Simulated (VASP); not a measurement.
# InSb (F-43m) in VASP: a series of runs

InSb is run at these levels: HSE06, PBE-based global hybrid with 50 % exact exchange; tasks: single point.

Program: VASP 6.6.1. These are calculated values, not measurements. Logs are shortened: lines on timing, memory, paths and dates and some standing lists are left out, and cuts for length are marked.

### Step 1. The cell of the first run

The structure is cubic, space group F-43m (No. 216). The conventional cell has a = 6.559 Å, b = 6.559 Å, c = 6.559 Å, α = 90.00°, β = 90.00°, γ = 90.00°. Within 3.7 Å of In (site symmetry -43m) lie 4 Sb at 2.84 Å. Within 3.7 Å of Sb (site symmetry -43m) lie 4 In at 2.84 Å.

### Step 2. Single point, HSE06

POSCAR

```
InSb
1.0
    0.0000000000      3.2795130145      3.2795130145
    3.2795130145      0.0000000000      3.2795130145
    3.2795130145      3.2795130145      0.0000000000
In Sb
1 1
Direct
    0.0000000000      0.0000000000      0.0000000000
    0.2500000000      0.2500000000      0.2500000000
```

INCAR.step1

```
ALGO     = Normal         # electronic algorithm
EDIFF    = 1E-5           # SCF threshold, eV
ENCUT    = 400            # plane-wave cutoff, eV
GGA      = PE             # functional
GGA_COMPAT= False        
ISIF     = 2              # what is computed and relaxed
ISMEAR   = -1             # smearing method
LASPH    = True           # aspherical terms in the spheres
LREAL    = False          # projectors in reciprocal space
LWAVE    = True           # write WAVECAR
NBANDS   = 21             # bands
NELM     = 120            # most SCF steps
PREC     = Accurate       # precision mode
SIGMA    = 0.02           # smearing width, eV
```

INCAR.step2

```
ALGO     = Normal         # electronic algorithm
EDIFF    = 1E-6           # SCF threshold, eV
ENCUT    = 400            # plane-wave cutoff, eV
GGA      = PE             # functional
GGA_COMPAT= False        
HFSCREEN = 0.2079         # screening, 1/A
ISIF     = 2              # what is computed and relaxed
ISMEAR   = -1             # smearing method
ISTART   = 1            
LASPH    = True           # aspherical terms in the spheres
LCHARG   = True           # write CHGCAR
LELF     = True           # ELF
LHFCALC  = True           # exact exchange
LREAL    = False          # projectors in reciprocal space
LVHAR    = True         
LWAVE    = False          # write WAVECAR
NBANDS   = 21             # bands
NELM     = 120            # most SCF steps
PREC     = Accurate       # precision mode
PRECFOCK = Normal       
SIGMA    = 0.02           # smearing width, eV
```

KPOINTS

```
k-points
0
Gamma
  4 4 4
```

Potentials or basis: VASP PAW PBE potentials, release 64 (In_d, Sb_d_GW).

Run with:

```bash
$ cat potpaw_PBE.64/In_d/POTCAR potpaw_PBE.64/Sb_d_GW/POTCAR > POTCAR
$ cp INCAR.step1 INCAR
$ mpirun -np 1 vasp_std > vasp.out
$ cp INCAR.step2 INCAR
$ mpirun -np 1 vasp_std > vasp.out
```

OUTCAR:

```text
EDIFF = 1E-6
   ENCUT = 400
   GGA = PE
   HFSCREEN = 0.2079
   ISIF = 2
   ISMEAR = -1
   ISTART = 1
   LASPH = True
   LHFCALC = True
   LREAL = False
   NELM = 120
   PREC = Accurate
   PRECFOCK = Normal

 ion  position               nearest neighbor table
   1  0.000  0.000  0.000-   2 2.84   2 2.84   2 2.84   2 2.84
   2  0.250  0.250  0.250-   1 2.84   1 2.84   1 2.84   1 2.84

  LATTYP: Found a face centered cubic cell.
 ALAT       =     6.5590260290

  Lattice vectors:

 A1 = (   0.0000000000,   3.2795130145,   3.2795130145)
 A2 = (   3.2795130145,   0.0000000000,   3.2795130145)
 A3 = (   3.2795130145,   3.2795130145,   0.0000000000)

Analysis of symmetry for initial positions (statically):
=====================================================================
 Subroutine PRICEL returns:
 Original cell was already a primitive cell.

 Routine SETGRP: Setting up the symmetry group for a
 face centered cubic supercell.

 Subroutine GETGRP returns: Found 24 space group operations
 (whereof 24 operations were pure point group operations)
 out of a pool of 48 trial point group operations.

The static configuration has the point symmetry T_d .

Analysis of symmetry for dynamics (positions and initial velocities):
=====================================================================
 Subroutine PRICEL returns:
 Original cell was already a primitive cell.

 Routine SETGRP: Setting up the symmetry group for a
 face centered cubic supercell.

 Subroutine GETGRP returns: Found 24 space group operations
 (whereof 24 operations were pure point group operations)
 out of a pool of 48 trial point group operations.

The dynamic configuration has the point symmetry T_d .

 Subroutine INISYM returns: Found 24 space group operations
 (whereof 24 operations are pure point group operations),
 and found     1 'primitive' translations

----------------------------------------------------------------------------------------

                                     Primitive cell

  volume of cell :      70.5437

  direct lattice vectors                    reciprocal lattice vectors
     0.000000000  3.279513014  3.279513014    -0.152461661  0.152461661  0.152461661
     3.279513014  0.000000000  3.279513014     0.152461661 -0.152461661  0.152461661
     3.279513014  3.279513014  0.000000000     0.152461661  0.152461661 -0.152461661

  length of vectors
     4.637931783  4.637931783  4.637931783     0.264071342  0.264071342  0.264071342

  position of ions in fractional coordinates (direct lattice)
     0.000000000  0.000000000  0.000000000
     0.250000000  0.250000000  0.250000000

  ion indices of the primitive-cell ions
   primitive index   ion index
                 1           1
                 2           2

----------------------------------------------------------------------------------------

 KPOINTS: k-points

Automatic generation of k-mesh.
 Grid dimensions read from file:
 generate k-points for:    4    4    4

 Generating k-lattice:

  Cartesian coordinates                     Fractional coordinates (reciprocal lattice)
    -0.038115415  0.038115415  0.038115415     0.250000000  0.000000000  0.000000000
     0.038115415 -0.038115415  0.038115415     0.000000000  0.250000000  0.000000000
     0.038115415  0.038115415 -0.038115415     0.000000000  0.000000000  0.250000000

  Length of vectors
     0.066017836  0.066017836  0.066017836

  Shift w.r.t. Gamma in fractional coordinates (k-lattice)
     0.000000000  0.000000000  0.000000000

 Subroutine IBZKPT returns following result:
 ===========================================

 Found      8 irreducible k-points:

 Following reciprocal coordinates:
            Coordinates               Weight
  0.000000  0.000000  0.000000      1.000000
  0.250000  0.000000  0.000000      8.000000
  0.500000  0.000000  0.000000      4.000000
  0.250000  0.250000  0.000000      6.000000
  0.500000  0.250000  0.000000     24.000000
 -0.250000  0.250000  0.000000     12.000000
  0.500000  0.500000  0.000000      3.000000
 -0.250000  0.500000  0.250000      6.000000
   k-points           NKPTS =      8   k-points in BZ     NKDIM =     64   number of bands    NBANDS=     21
   number of dos      NEDOS =    301   number of ions     NIONS =      2
   total plane-waves  NPLWV =  27000
   dimension x,y,z NGX =    30 NGY =   30 NGZ =   30
   dimension x,y,z NGXF=    60 NGYF=   60 NGZF=   60
   ions per type =               1   1
   NGX,Y,Z   is equivalent  to a cutoff of  10.75, 10.75, 10.75 a.u.
   NGXF,Y,Z  is equivalent  to a cutoff of  21.51, 21.51, 21.51 a.u.
 SYSTEM =  unknown system
   PREC   = accura    normal or accurate (medium, high low for compatibility)
   ISTART =      1    job   : 0-new  1-cont  2-samecut
   ICHARG =      0    charge: 1-file 2-atom 10-const
   ISPIN  =      1    spin polarized calculation?
   LNONCOLLINEAR =      F non collinear calculations
   LSORBIT =      F    spin-orbit coupling
   LASPH  =      T    aspherical Exc in radial PAW
   ENCUT  =  400.0 eV  29.40 Ry    5.42 a.u.   7.56  7.56  7.56*2*pi/ulx,y,z
   NELM   =    120;   NELMIN=  2; NELMDL=  0     # of ELM steps
   EDIFF  = 0.1E-05   stopping-criterion for ELM
   LREAL  =      F    real-space projection
   EDIFFG = 0.1E-04   stopping-criterion for IOM
   NSW    =      0    number of steps for IOM
   IBRION =     -1    ionic relax: 0-MD 1-quasi-New 2-CG
   NFREE  =      0    steps in history (QN), initial steepest desc. (CG)
   ISIF   =      2    stress and relaxation
   ISYM   =      3    0-nonsym 1-usesym 2-fastsym
   POTIM  = 0.5000    time-step for ionic-motion
   TEBEG  =    0.0;   TEEND  =   0.0 temperature during run
   PSTRESS=    0.0 pullay stress
   NELECT =      28.0000    total number of electrons
   NUPDOWN=      -1.0000    fix difference up-down
   EMIN   =  10.00;   EMAX   =-10.00  energy-range for DOS
   EFERMI =   0.00;   METHOD = LEGACY
   ISMEAR =    -1;   SIGMA  =   0.02  broadening in eV -4-tet -1-fermi 0-gaus
   EFERMI_NEDOS =   21; number of points for ismear=-14 and -15
   IALGO  =     38    algorithm
   IMIX   =      1    mixing-type and parameters
     AMIX     =   0.40;   BMIX     =  1.00
     AMIX_MAG =   1.60;   BMIX_MAG =  1.00
  volume/ion in A,a.u.               =      35.27       238.03
  Fermi-wavevector in a.u.,A,eV,Ry     =   1.203118  2.273563 19.694330  1.447492
  Thomas-Fermi vector in A             =   2.338880
   LORBIT       =      0    0 simple, 1 ext, 2 COOP (PROOUT), +10 PAW based schemes
   GGA     = PE    functional components
   LHFCALC =     T    Hartree Fock is set to
   PRECFOCK=normal    Normal, Fast or Accurate (Low or Medium for compatibility)
   ENCUT4O =  -1.0   cutoff for four orbital integrals eV
   NKREDX  =     1    reduce k-point grid by
   NKREDY  =     1    reduce k-point grid by
   NKREDZ  =     1    reduce k-point grid by
   AEXX    =    0.2500 exact exchange contribution
   HFSCREEN=    0.2079 screening length (either q_TF or 0.3 A-1)
   HFSCREENC=   0.2079 screening length for correlation (either q_TF or 0.3 A-1)
   ENCUTFOCK=  -1.0 apply spherical cutoff to Coloumb kernel
   IVDW    =     0    specifies the selected vdW correction
   LEPSILON=     F    determine dielectric tensor
   LRPA    =     F    only Hartree local field effects (RPA)
 non-spin polarized calculation
  energy-cutoff  :      400.00
  volume of cell :       70.54
 maximum number of plane-waves:      1299
  NGX = 24; NGY = 24; NGZ = 24

 number of electron      28.0000013 magnetization

 Free energy of the ion-electron system (eV)
  ---------------------------------------------------
  ext. energy  EPLUGINS =         0.00000000
  ---------------------------------------------------
  free energy    TOTEN  =        -8.14368842 eV

  energy without entropy =       -8.14367609  energy(sigma->0) =       -8.14368226

 E-fermi :   3.7305     XC(G=0):  -7.2476

 val. band max:        3.5738313088   @ k =   0.0000   0.0000   0.0000
 cond. band min:       3.8650971161   @ k =   0.0000   0.0000   0.0000
 fundamental gap:      0.2912658073
 Fermi energy:         3.7304580345

 k-point     1 :       0.0000    0.0000    0.0000
  band No.  band energies     occupation
      1     -27.1073      2.00000
      2     -27.1073      2.00000
      3     -27.1073      2.00000
      4     -27.0899      2.00000
      5     -27.0899      2.00000
      6     -12.7878      2.00000
[... 13 lines left out ...]
     20      12.6981      0.00000
     21      12.6981      0.00000

 k-point     2 :       0.2500    0.0000    0.0000
  band No.  band energies     occupation
      1     -27.1074      2.00000
      2     -27.1071      2.00000
      3     -27.1071      2.00000
      4     -27.0898      2.00000
      5     -27.0898      2.00000
      6     -12.8058      2.00000
[... 13 lines left out ...]
     20      11.6374      0.00000
     21      11.6374      0.00000

 k-point     3 :       0.5000    0.0000    0.0000
  band No.  band energies     occupation
      1     -27.1071      2.00000
      2     -27.1065      2.00000
      3     -27.1065      2.00000
      4     -27.0894      2.00000
      5     -27.0894      2.00000
      6     -12.8235      2.00000
[... 13 lines left out ...]
     20      13.6592      0.00000
     21      13.6592      0.00000

 k-point     4 :       0.2500    0.2500    0.0000
  band No.  band energies     occupation
      1     -27.1082      2.00000
      2     -27.1066      2.00000
      3     -27.1066      2.00000
      4     -27.0902      2.00000
      5     -27.0893      2.00000
      6     -12.8219      2.00000
[... 13 lines left out ...]
     20      13.1817      0.00000
     21      13.3895      0.00000

 k-point     5 :       0.5000    0.2500    0.0000
  band No.  band energies     occupation
      1     -27.1078      2.00000
      2     -27.1062      2.00000
      3     -27.1060      2.00000
      4     -27.0898      2.00000
      5     -27.0889      2.00000
      6     -12.8366      2.00000
[... 13 lines left out ...]
     20      13.9196      0.00000
     21      14.1261      0.00000

 k-point     6 :      -0.2500    0.2500    0.0000
  band No.  band energies     occupation
      1     -27.1071      2.00000
      2     -27.1067      2.00000
      3     -27.1066      2.00000
      4     -27.0895      2.00000
      5     -27.0894      2.00000
      6     -12.8256      2.00000
[... 13 lines left out ...]
     20      12.5962      0.00000
     21      14.2984      0.00000

 k-point     7 :       0.5000    0.5000    0.0000
  band No.  band energies     occupation
      1     -27.1089      2.00000
      2     -27.1056      2.00000
      3     -27.1056      2.00000
      4     -27.0903      2.00000
      5     -27.0885      2.00000
      6     -12.8528      2.00000
[... 13 lines left out ...]
     20      14.9227      0.00000
     21      14.9518      0.00000

 k-point     8 :      -0.2500    0.5000    0.2500
  band No.  band energies     occupation
      1     -27.1071      2.00000
      2     -27.1069      2.00000
      3     -27.1053      2.00000
      4     -27.0898      2.00000
      5     -27.0887      2.00000
      6     -12.8420      2.00000
[... 13 lines left out ...]
     20      14.3667      0.00000
     21      14.8633      0.00000

------------------------ aborting loop because EDIFF is reached ----------------------------------------

  FORCE on cell =-STRESS in cart. coord.  units (eV):
  Direction    XX          YY          ZZ          XY          YZ          ZX
  --------------------------------------------------------------------------------------
  -------------------------------------------------------------------------------------
  Total       -0.1476378     -0.1476378     -0.1476378      0.0000000      0.0000000     -0.0000000
  in kB       -3.3531278     -3.3531278     -3.3531278      0.0000000      0.0000000     -0.0000000
  external PRESSURE =      -3.3531278 kB  Pullay stress =       0.0000000 kB

 VOLUME and BASIS-vectors are now :
 -----------------------------------------------------------------------------
  energy-cutoff  :      400.00
  volume of cell :       70.54
      direct lattice vectors                 reciprocal lattice vectors
     0.000000000  3.279513014  3.279513014    -0.152461661  0.152461661  0.152461661
     3.279513014  0.000000000  3.279513014     0.152461661 -0.152461661  0.152461661
     3.279513014  3.279513014  0.000000000     0.152461661  0.152461661 -0.152461661

 POSITION                                       TOTAL-FORCE (eV/Angst)
 -----------------------------------------------------------------------------------
      0.00000      0.00000      0.00000         0.000000     -0.000000     -0.000000
      1.63976      1.63976      1.63976        -0.000000      0.000000      0.000000
 -----------------------------------------------------------------------------------
    total drift:                               -0.000015     -0.000018      0.000006

  FREE ENERGIE OF THE ION-ELECTRON SYSTEM (eV)
  ---------------------------------------------------
  free  energy   TOTEN  =        -8.1436884203 eV

  energy  without entropy=       -8.1436760926  energy(sigma->0) =       -8.14368226
```

Run time: 10 min. Hardware: 1 thread of Intel Xeon Platinum 8488C (Sapphire Rapids), shared host; peak memory 0.3 GiB.

What came out:

* Free energy: -8.1437 eV
* Pressure: -0.3 GPa
* Band gap on the k mesh: 0.29 eV

Caveat: the PAW data sets were made with another functional, which shifts forces and pressure a little; spin-orbit coupling is left out, which moves the levels of the heavy elements.

### Step 3. Single point, PBE-based global hybrid with 50 % exact exchange

POSCAR is that of step 2.

INCAR.step1

```
  ALGO = Normal
  EDIFF = 1E-5
  ENCUT = 400
  GGA = PE
  GGA_COMPAT = F
  ISIF = 2
  ISMEAR = -1
  LASPH = T
  LCHARG = F
  LREAL = F
  LWAVE = T
  NBANDS = 21
  NELM = 120
  PREC = Accurate
  SIGMA = 0.02
```

INCAR.step2

```
  AEXX = 0.5
  ALGO = Normal
  EDIFF = 1E-6
  ENCUT = 400
  GGA = PE
  GGA_COMPAT = F
  ISIF = 2
  ISMEAR = -1
  ISTART = 1
  LASPH = T
  LCHARG = F
  LHFCALC = T
  LREAL = F
  LWAVE = F
  NBANDS = 21
  NELM = 120
  PREC = Accurate
  PRECFOCK = Normal
  SIGMA = 0.02
```

KPOINTS is that of step 2.

Potentials or basis: VASP PAW PBE potentials, release 64 (In_d, Sb_d_GW).

Run with:

```bash
$ cat potpaw_PBE.64/In_d/POTCAR potpaw_PBE.64/Sb_d_GW/POTCAR > POTCAR
$ cp INCAR.step1 INCAR
$ mpirun -np 1 vasp_std > vasp.out
$ cp INCAR.step2 INCAR
$ mpirun -np 1 vasp_std > vasp.out
```

It took 6.8 min on 1 thread of Intel Xeon 6975P-C (Granite Rapids), shared host; peak memory 0.19 GiB.

It converged, with:

```
Free energy            : -11.4469 eV
Pressure               : -2.1 GPa
Band gap on the k mesh : 2.48 eV
```

Levels at points of the mesh, in eV from the valence-band top:
| k point | band 10 | band 11 | band 12 | band 13 | band 14 | band 15 | band 16 | band 17 | band 18 | band 19 |
| --- | --- | --- | --- | --- | --- | --- | --- | --- | --- | --- |
| (0.00, 0.00, 0.00) | -18.16 | -12.66 | 0.00 | 0.00 | 0.00 | 2.48 | 5.71 | 5.71 | 5.71 | 8.65 |
| (0.50, 0.00, 0.00) | -18.16 | -11.05 | -6.49 | -1.13 | -1.13 | 3.12 | 6.62 | 6.62 | 8.96 | 11.44 |
| (0.50, 0.50, 0.00) | -18.16 | -10.33 | -6.83 | -2.57 | -2.57 | 3.84 | 3.89 | 11.64 | 11.64 | 12.08 |

Caveat: the PAW data sets were made with another functional, which shifts forces and pressure a little; spin-orbit coupling is left out, which moves the levels of the heavy elements.
